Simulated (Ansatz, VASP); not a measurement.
**CuNi5: VASP beside Ansatz**

INCAR

```
PREC = Accurate
ENCUT = 520
EDIFF = 1E-6
ISMEAR = 0
SIGMA = 0.1
LREAL = False
LASPH = True
NELM = 150
ALGO = Normal
ISIF = 2
LWAVE = False
LCHARG = False
ISPIN = 2
MAGMOM = 0 0.57 0.72 0.77 0.72 0.57
LORBIT = 11
LMAXMIX = 4
GGA = PE
NBANDS = 44
```

KPOINTS

```
regular mesh
0
Gamma
  14 14 4
```

POSCAR

```
CuNi5
1.0
    2.4987443170      0.0000000000      0.0000000000
    0.0000000000      2.4987443170      0.0000000000
    0.0000000000      0.0000000000     10.6177000757
Cu Ni
1 5
Direct
    0.5000000000      0.5000000000      0.5000000000
    0.0000000000      0.0000000000      0.6720450214
    0.5000000000      0.5000000000      0.8349707101
    0.0000000000      0.0000000000      0.0000000000
    0.5000000000      0.5000000000      0.1650292899
    0.0000000000      0.0000000000      0.3279549786
```

Input for Ansatz:

```yaml
crystal:
  lattice:
    - [2.498744317, 0.0, 0.0]
    - [0.0, 2.498744317, 0.0]
    - [0.0, 0.0, 10.6177000757]
  atoms:
    - { symbol: Cu, position: [0.5, 0.5, 0.5] }
    - { symbol: Ni, position: [0.0, 0.0, 0.6720450214], spin: 0.57 }
    - { symbol: Ni, position: [0.5, 0.5, 0.8349707101], spin: 0.72 }
    - { symbol: Ni, position: [0.0, 0.0, 0.0], spin: 0.77 }
    - { symbol: Ni, position: [0.5, 0.5, 0.1650292899], spin: 0.72 }
    - { symbol: Ni, position: [0.0, 0.0, 0.3279549786], spin: 0.57 }
basis:
  ecutwfc: 420
kpoints:
  mp_grid: { grid: [14, 14, 4] }
  band_path:
    path:
      - [[0.0, 0.0, 0.0], [0.0, 0.5, 0.0], [0.5, 0.5, 0.0], [0.0, 0.0, 0.0], [0.0, 0.0, 0.5], [0.0, 0.5, 0.5], [0.5, 0.5, 0.5], [0.0, 0.0, 0.5]]
      - [[0.0, 0.5, 0.0], [0.0, 0.5, 0.5]]
      - [[0.5, 0.5, 0.0], [0.5, 0.5, 0.5]]
    npoints: 14
hamiltonian:
  xc: pbe
scf:
  occupations: { method: gaussian, width: 0.1 }
  n_extra_bands: 15
output:
  forces: true
  stress: true
  eigenvalues: true
  populations: true
  dos: { projected: true, de: 0.02, nscf_kmesh: { grid: [17, 17, 5] } }
  bader: true
  write_density: true
  write_potential: true
  elf: true
  volumetric_format: npy
magnetization:
  spin_polarized: true
checkpoint:
  read: start.run
  write: ck
  compress: false
  write_wavefunctions: false
  write_every: 100000
```

Alike in both runs: task single point; functional PBE; k mesh 14 × 14 × 4; occupations gaussian, width 0.1 eV; collinear spin.

|  | VASP | Ansatz |
| --- | --- | --- |
| version | VASP 6.6.1 | Ansatz 0.2.0 |
| potentials or method | VASP PAW PBE potentials, release 64 (Cu, Ni), cutoff 520 eV | scalar-relativistic, plane waves, PAW |
| valence electrons in the cell | 61 | 109 |

|  | VASP | Ansatz | Ansatz less VASP |
| --- | --- | --- | --- |
| gap on the k mesh at the Fermi level (eV) | none | none | - |
| pressure (GPa) | 0.1 | 0.0 | -0.07 |
| traceless stress, the component that is largest in VASP (GPa) | 0.06 | 0.00 | -0.060 |
| rms of the force components (eV/Å) | 0.004 | 0.001 | -0.0037 |
| net moment per atom (μB) | 0.47 | 0.48 | +0.012 |
| size of the moment on the site where the two differ most (μB) | 0.61 | 0.66 | +0.043 |

Site moments also hang on the region over which each program counts them. Atom by atom the forces differ by 0.004 eV/Å (rms over components). A gap of «none» marks a metal or a gap that the smearing closes. The functional is the same, so the differences come from potentials, cutoffs and numerics. VASP's potentials hold 61 valence electrons a cell and Ansatz's 109, so a difference there can come from the potentials and not from the codes. Ansatz's warnings: stability check not made.
